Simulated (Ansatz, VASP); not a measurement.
**One calculation of AgB2, two programs**

File INCAR:

```
ALGO     = Normal         # electronic algorithm
EDIFF    = 1E-8           # SCF threshold, eV
ENCUT    = 520            # plane-wave cutoff, eV
GGA      = PS             # functional
ISIF     = 2              # what is computed and relaxed
ISMEAR   = -1             # smearing method
LASPH    = True           # aspherical terms in the spheres
LCHARG   = False          # write CHGCAR
LEFG     = True         
LREAL    = False          # projectors in reciprocal space
LWAVE    = False          # write WAVECAR
NBANDS   = 16             # bands
NELM     = 100            # most SCF steps
PREC     = Accurate       # precision mode
SIGMA    = 0.05           # smearing width, eV
```

Contents of KPOINTS:

```
k-points
0
Gamma
  16 16 13
```

POSCAR

```
AgB2
1.0
    3.0000016405      0.0000000000      0.0000000000
   -1.5000008203      2.5980776321      0.0000000000
    0.0000000000      0.0000000000      3.2400000000
Ag B
1 2
Direct
    0.0000000000      0.0000000000      0.0000000000
    0.3333333333      0.6666666667      0.5000000000
    0.6666666667      0.3333333333      0.5000000000
```

Input for Ansatz:

```yaml
crystal:
  lattice:
    - [3.0000016405, 0.0, 0.0]
    - [-1.5000008203, 2.5980776321, 0.0]
    - [0.0, 0.0, 3.24]
  atoms:
    - { symbol: Ag, position: [0.0, 0.0, 0.0] }
    - { symbol: B, position: [0.3333333333, 0.6666666667, 0.5] }
    - { symbol: B, position: [0.6666666667, 0.3333333333, 0.5] }
kpoints:
  mp_grid: { grid: [16, 16, 13] }
  band_path:
    path:
      - [0.0, 0.0, 0.0]
      - [0.5, 0.0, 0.0]
      - [0.3333333333, 0.3333333333, 0.0]
      - [0.0, 0.0, 0.0]
      - [0.0, 0.0, 0.5]
      - [0.5, 0.0, 0.5]
      - [0.3333333333, 0.3333333333, 0.5]
      - [0.0, 0.0, 0.5]
      - [0.5, 0.0, 0.5]
    npoints: 14
scf:
  occupations: { method: fermi_dirac, width: 0.05 }
hamiltonian:
  xc: pbesol
  pseudopotentials: { kind: paw }
output:
  forces: true
  stress: true
  eigenvalues: true
  efg: { contact_densities: true }
  populations: true
  bader: true
  dos: { projected: true, de: 0.2, e_range: [-14, 8] }
  write_density: true
  write_potential: true
  elf: true
  volumetric_format: npy
```

Alike in both runs: task electric field gradients; functional PBEsol; k mesh 16 × 16 × 13; occupations fermi-dirac, width 0.05 eV; no spin polarisation.

```csv
,VASP,Ansatz
version,VASP 6.6.1,Ansatz 0.2.0
potentials or method,"VASP PAW PBE potentials, release 64 (Ag, B)","PAW with Ansatz's default frozen-core files, scalar-relativistic"
plane-wave cutoff (eV),520,420
valence electrons in the cell,17,25
```

|  | VASP | Ansatz | Ansatz less VASP |
| --- | --- | --- | --- |
| size of Vzz on the site where it differs most (V/Å²) | 29.7 | 26.4 | -3.29 |

VASP's potentials were made for PBE, not for PBEsol. VASP's potentials hold 17 valence electrons a cell and Ansatz's 25, so a difference there can come from the potentials and not from the codes.
